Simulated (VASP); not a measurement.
# ZnO (sol) (P6_3mc) in VASP: notebook

Runs on ZnO (sol). Level: PBEsol. Tasks: single point, relaxation of cell and atoms.

Program: VASP 6.6.1. These are calculated values, not measurements. Logs are shortened: lines on timing, memory, paths and dates and some standing lists are left out, and cuts for length are marked.

**Experimental background.**

From “Electronic structure of alkaline earth and post-transition metal oxides”, 2009, arxiv:0908.1581, for a bulk crystal of ZnO: band gap 3.37 eV.

The results are compared with them further down.

## 1. The cell of the first run

It takes space group P6_3mc (No. 186, hexagonal). The conventional cell has a = 3.231 Å, b = 3.231 Å, c = 5.215 Å, α = 90.00°, β = 90.00°, γ = 120.00°. Zn (site symmetry 3m) has 4 O at 1.97 to 1.98 Å within 2.6 Å. Within 2.6 Å of O (site symmetry 3m) lie 4 Zn at 1.97 to 1.98 Å.

## 2. Single point, PBEsol

INCAR

```
  ALGO = Normal
  EDIFF = 1E-6
  ENCUT = 520
  GGA = PS
  ISIF = 2
  ISMEAR = 0
  LASPH = T
  LCHARG = F
  LREAL = F
  LWAVE = F
  NBANDS = 26
  NELM = 60
  PREC = Accurate
  SIGMA = 0.02
```

KPOINTS

```
k-points
0
Gamma
  9 9 6
```

POSCAR

```
ZnO
1.0
    3.2309721189      0.0000000000      0.0000000000
   -1.6154860595      2.7981039339      0.0000000000
    0.0000000000      0.0000000000      5.2154103147
Zn O
2 2
Direct
    0.3333333333      0.6666666667      0.0020260002
    0.6666666667      0.3333333333      0.5020260002
    0.3333333333      0.6666666667      0.3809739998
    0.6666666667      0.3333333333      0.8809739998
```

Potentials or basis: VASP PAW PBE potentials, release 64 (Zn, O).

On the command line:

```sh
cat potpaw_PBE.64/Zn/POTCAR potpaw_PBE.64/O/POTCAR > POTCAR
mpirun -np 1 vasp_std > vasp.out
```

OUTCAR:

```text
EDIFF = 1E-6
   ENCUT = 520
   GGA = PS
   ISIF = 2
   ISMEAR = 0
   LASPH = T
   LREAL = F
   NELM = 60
   PREC = Accurate

 ion  position               nearest neighbor table
   1  0.333  0.667  0.002-   4 1.97   4 1.97   4 1.97   3 1.98
   2  0.667  0.333  0.502-   3 1.97   3 1.97   3 1.97   4 1.98
   3  0.333  0.667  0.381-   2 1.97   2 1.97   2 1.97   1 1.98
   4  0.667  0.333  0.881-   1 1.97   1 1.97   1 1.97   2 1.98

  LATTYP: Found a hexagonal cell.
 ALAT       =     3.2309721189
 C/A-ratio  =     1.6141922996

  Lattice vectors:

 A1 = (   3.2309721189,   0.0000000000,   0.0000000000)
 A2 = (  -1.6154860595,   2.7981039339,   0.0000000000)
 A3 = (   0.0000000000,   0.0000000000,   5.2154103147)

Analysis of symmetry for initial positions (statically):
=====================================================================
 Subroutine PRICEL returns:
 Original cell was already a primitive cell.

 Routine SETGRP: Setting up the symmetry group for a
 hexagonal supercell.

 Subroutine GETGRP returns: Found 12 space group operations
 (whereof  6 operations were pure point group operations)
 out of a pool of 24 trial point group operations.

The static configuration has the point symmetry C_3v.
 The point group associated with its full space group is C_6v.

Analysis of symmetry for dynamics (positions and initial velocities):
=====================================================================
 Subroutine PRICEL returns:
 Original cell was already a primitive cell.

 Routine SETGRP: Setting up the symmetry group for a
 hexagonal supercell.

 Subroutine GETGRP returns: Found 12 space group operations
 (whereof  6 operations were pure point group operations)
 out of a pool of 24 trial point group operations.

The dynamic configuration has the point symmetry C_3v.
 The point group associated with its full space group is C_6v.

 Subroutine INISYM returns: Found 12 space group operations
 (whereof  6 operations are pure point group operations),
 and found     1 'primitive' translations

----------------------------------------------------------------------------------------

                                     Primitive cell

  volume of cell :      47.1504

  direct lattice vectors                    reciprocal lattice vectors
     3.230972119  0.000000000  0.000000000     0.309504373  0.178692433  0.000000000
    -1.615486060  2.798103934  0.000000000     0.000000000  0.357384866  0.000000000
     0.000000000  0.000000000  5.215410315     0.000000000  0.000000000  0.191739468

  length of vectors
     3.230972119  3.230972119  5.215410315     0.357384866  0.357384866  0.191739468

  position of ions in fractional coordinates (direct lattice)
     0.333333333  0.666666667  0.002026000
     0.666666667  0.333333333  0.502026000
     0.333333333  0.666666667  0.380974000
     0.666666667  0.333333333  0.880974000

  ion indices of the primitive-cell ions
   primitive index   ion index
                 1           1
                 2           2
                 3           3
                 4           4

----------------------------------------------------------------------------------------

 KPOINTS: k-points

Automatic generation of k-mesh.
 Grid dimensions read from file:
 generate k-points for:    9    9    6

 Generating k-lattice:

  Cartesian coordinates                     Fractional coordinates (reciprocal lattice)
     0.034389375  0.019854715  0.000000000     0.111111111  0.000000000  0.000000000
     0.000000000  0.039709430  0.000000000     0.000000000  0.111111111  0.000000000
     0.000000000  0.000000000  0.031956578     0.000000000  0.000000000  0.166666667

  Length of vectors
     0.039709430  0.039709430  0.031956578

  Shift w.r.t. Gamma in fractional coordinates (k-lattice)
     0.000000000  0.000000000  0.000000000

 Subroutine IBZKPT returns following result:
 ===========================================

 Found     48 irreducible k-points:

 Following reciprocal coordinates:
            Coordinates               Weight
  0.000000  0.000000  0.000000      1.000000
  0.111111  0.000000  0.000000      6.000000
  0.222222  0.000000  0.000000      6.000000
  0.333333  0.000000  0.000000      6.000000
  0.444444  0.000000  0.000000      6.000000
  0.111111  0.111111  0.000000      6.000000
[... 16 lines left out ...]
  0.333333  0.222222  0.166667     24.000000
  0.333333  0.333333  0.166667      4.000000
 [... further k-points ...]
   k-points           NKPTS =     48   k-points in BZ     NKDIM =     48   number of bands    NBANDS=     26
   number of dos      NEDOS =    301   number of ions     NIONS =      4
   total plane-waves  NPLWV =  23040
   dimension x,y,z NGX =    24 NGY =   24 NGZ =   40
   dimension x,y,z NGXF=    48 NGYF=   48 NGZF=   80
   ions per type =               2   2
   NGX,Y,Z   is equivalent  to a cutoff of  12.35, 12.35, 12.75 a.u.
   NGXF,Y,Z  is equivalent  to a cutoff of  24.70, 24.70, 25.50 a.u.
 SYSTEM =  unknown system
   PREC   = accura    normal or accurate (medium, high low for compatibility)
   ISTART =      0    job   : 0-new  1-cont  2-samecut
   ICHARG =      2    charge: 1-file 2-atom 10-const
   ISPIN  =      1    spin polarized calculation?
   LNONCOLLINEAR =      F non collinear calculations
   LSORBIT =      F    spin-orbit coupling
   LASPH  =      T    aspherical Exc in radial PAW
   ENCUT  =  520.0 eV  38.22 Ry    6.18 a.u.   6.01  6.01  9.70*2*pi/ulx,y,z
   NELM   =     60;   NELMIN=  2; NELMDL= -5     # of ELM steps
   EDIFF  = 0.1E-05   stopping-criterion for ELM
   LREAL  =      F    real-space projection
[... 7 lines left out ...]
   TEBEG  =    0.0;   TEEND  =   0.0 temperature during run
   PSTRESS=    0.0 pullay stress
   NELECT =      36.0000    total number of electrons
   NUPDOWN=      -1.0000    fix difference up-down
   EMIN   =  10.00;   EMAX   =-10.00  energy-range for DOS
   EFERMI =   0.00;   METHOD = LEGACY
   ISMEAR =     0;   SIGMA  =   0.02  broadening in eV -4-tet -1-fermi 0-gaus
   EFERMI_NEDOS =   21; number of points for ismear=-14 and -15
   IALGO  =     38    algorithm
   IMIX   =      4    mixing-type and parameters
     AMIX     =   0.40;   BMIX     =  1.00
     AMIX_MAG =   1.60;   BMIX_MAG =  1.00
  volume/ion in A,a.u.               =      11.79        79.55
  Fermi-wavevector in a.u.,A,eV,Ry     =   1.496283  2.827565 30.461589  2.238864
  Thomas-Fermi vector in A             =   2.608320
   LORBIT       =      0    0 simple, 1 ext, 2 COOP (PROOUT), +10 PAW based schemes
   GGA     = PS    functional components
   LHFCALC =     F    Hartree Fock is set to
   AEXX    =    0.0000 exact exchange contribution
   IVDW    =     0    specifies the selected vdW correction
   LEPSILON=     F    determine dielectric tensor
   LRPA    =     F    only Hartree local field effects (RPA)
 non-spin polarized calculation
 Gauss-broadening in eV      SIGMA  =   0.02
  energy-cutoff  :      520.00
  volume of cell :       47.15
 maximum number of plane-waves:      1290
   NGX = 13   NGY = 13   NGZ = 19

 number of electron      36.0000027 magnetization

 Free energy of the ion-electron system (eV)
  ---------------------------------------------------
  ext. energy  EPLUGINS =         0.00000000
  ---------------------------------------------------
  free energy    TOTEN  =       -19.41071069 eV

  energy without entropy =      -19.41071069  energy(sigma->0) =      -19.41071069

 E-fermi :   1.2307     XC(G=0): -11.2370

 val. band max:        1.1410919327   @ k =   0.0000   0.0000   0.0000
 cond. band min:       1.8293131121   @ k =   0.0000   0.0000   0.0000
 fundamental gap:      0.6882211795
 Fermi energy:         1.2307347117

 k-point     1 :       0.0000    0.0000    0.0000
  band No.  band energies     occupation
      1     -16.9827      2.00000
      2     -16.2283      2.00000
      3      -4.6636      2.00000
      4      -4.6243      2.00000
      5      -4.6243      2.00000
      6      -4.5810      2.00000
[... 18 lines left out ...]
     25      15.2546      0.00000
     26      15.2546      0.00000

 k-point     2 :       0.1111    0.0000    0.0000
  band No.  band energies     occupation
      1     -16.9122      2.00000
      2     -16.1969      2.00000
      3      -4.7133      2.00000
      4      -4.5846      2.00000
      5      -4.5575      2.00000
      6      -4.5391      2.00000
[... 18 lines left out ...]
     25      15.2176      0.00000
     26      15.4027      0.00000

 k-point     3 :       0.2222    0.0000    0.0000
  band No.  band energies     occupation
      1     -16.7236      2.00000
      2     -16.1214      2.00000
      3      -4.8785      2.00000
      4      -4.5387      2.00000
      5      -4.4919      2.00000
      6      -4.3996      2.00000
[... 18 lines left out ...]
     25      14.5160      0.00000
     26      15.3602      0.00000

 k-point     4 :       0.3333    0.0000    0.0000
  band No.  band energies     occupation
      1     -16.4834      2.00000
      2     -16.0508      2.00000
      3      -4.9736      2.00000
      4      -4.6024      2.00000
      5      -4.4077      2.00000
      6      -4.2204      2.00000
[... 18 lines left out ...]
     25      14.4802      0.00000
     26      15.1909      0.00000

 k-point     5 :       0.4444    0.0000    0.0000
  band No.  band energies     occupation
      1     -16.2943      2.00000
      2     -16.0306      2.00000
      3      -4.9212      2.00000
      4      -4.6950      2.00000
      5      -4.3688      2.00000
      6      -4.0410      2.00000
[... 18 lines left out ...]
     25      14.2839      0.00000
     26      15.3244      0.00000

 k-point     6 :       0.1111    0.1111    0.0000
  band No.  band energies     occupation
      1     -16.7824      2.00000
      2     -16.1435      2.00000
      3      -4.7984      2.00000
      4      -4.6054      2.00000
      5      -4.4799      2.00000
      6      -4.4467      2.00000
[... 427 lines left out ...]
 k-point    21 :       0.4444    0.1111    0.1667
  band No.  band energies     occupation
      1     -16.2214      2.00000
      2     -16.0445      2.00000
      3      -4.8786      2.00000
      4      -4.7129      2.00000
      5      -4.3700      2.00000
      6      -4.0813      2.00000
[... 18 lines left out ...]
     25      13.8557      0.00000
     26      15.0306      0.00000

 k-point    22 :       0.2222    0.2222    0.1667
  band No.  band energies     occupation
      1     -16.3430      2.00000
      2     -16.0509      2.00000
      3      -4.8045      2.00000
      4      -4.7118      2.00000
      5      -4.3311      2.00000
      6      -4.2884      2.00000
[... 18 lines left out ...]
     25      12.9405      0.00000
     26      16.2057      0.00000

 k-point    23 :       0.3333    0.2222    0.1667
  band No.  band energies     occupation
      1     -16.1883      2.00000
      2     -16.0445      2.00000
      3      -4.7340      2.00000
      4      -4.5411      2.00000
      5      -4.3613      2.00000
      6      -4.1705      2.00000
[... 18 lines left out ...]
     25      13.7249      0.00000
     26      15.2786      0.00000

 k-point    24 :       0.3333    0.3333    0.1667
  band No.  band energies     occupation
      1     -16.0890      2.00000
      2     -16.0890      2.00000
      3      -4.6591      2.00000
      4      -4.3897      2.00000
      5      -4.3897      2.00000
      6      -4.0607      2.00000
[... 18 lines left out ...]
     25      14.3961      0.00000
     26      15.4993      0.00000

 [... further k-points ...]

------------------------ aborting loop because EDIFF is reached ----------------------------------------

  FORCE on cell =-STRESS in cart. coord.  units (eV):
  Direction    XX          YY          ZZ          XY          YZ          ZX
  --------------------------------------------------------------------------------------
  -------------------------------------------------------------------------------------
  Total        0.1850587      0.1850587      0.1893095     -0.0000000      0.0000000      0.0000000
  in kB        6.2883181      6.2883181      6.4327619     -0.0000000      0.0000000      0.0000000
  external PRESSURE =       6.3364660 kB  Pullay stress =       0.0000000 kB

 VOLUME and BASIS-vectors are now :
 -----------------------------------------------------------------------------
  energy-cutoff  :      520.00
  volume of cell :       47.15
      direct lattice vectors                 reciprocal lattice vectors
     3.230972119  0.000000000  0.000000000     0.309504373  0.178692433  0.000000000
    -1.615486060  2.798103934  0.000000000     0.000000000  0.357384866  0.000000000
     0.000000000  0.000000000  5.215410315     0.000000000  0.000000000  0.191739468

 POSITION                                       TOTAL-FORCE (eV/Angst)
 -----------------------------------------------------------------------------------
     -0.00000      1.86540      0.01057        -0.000000     -0.000000      0.001399
      1.61549      0.93270      2.61827         0.000000      0.000000      0.001399
     -0.00000      1.86540      1.98694         0.000000     -0.000000     -0.001399
      1.61549      0.93270      4.59464        -0.000000      0.000000     -0.001399
 -----------------------------------------------------------------------------------
    total drift:                               -0.000000     -0.000000      0.002416

  FREE ENERGIE OF THE ION-ELECTRON SYSTEM (eV)
  ---------------------------------------------------
  free  energy   TOTEN  =       -19.4107106899 eV

  energy  without entropy=      -19.4107106899  energy(sigma->0) =      -19.41071069
```

Wall time 35 s (1 thread of Intel Xeon 6975P-C, shared host); peak memory 0.19 GiB.

What came out:

```
Free energy            : -19.4107 eV
Pressure               : 0.6 GPa
Band gap on the k mesh : 0.69 eV, direct
```

Levels at points of the mesh, in eV from the valence-band top:
```tsv
k point	band 16	band 17	band 18	band 19	band 20	band 21
(0.00, 0.00, 0.00)	-0.09	0.00	0.00	0.69	5.15	8.10
(0.00, 0.00, 0.50)	-0.40	-0.40	-0.40	3.38	3.38	9.95
```

Caveat: the PAW data sets were made with another functional, which shifts forces and pressure a little.

(Part 1 of 2 ends here.)
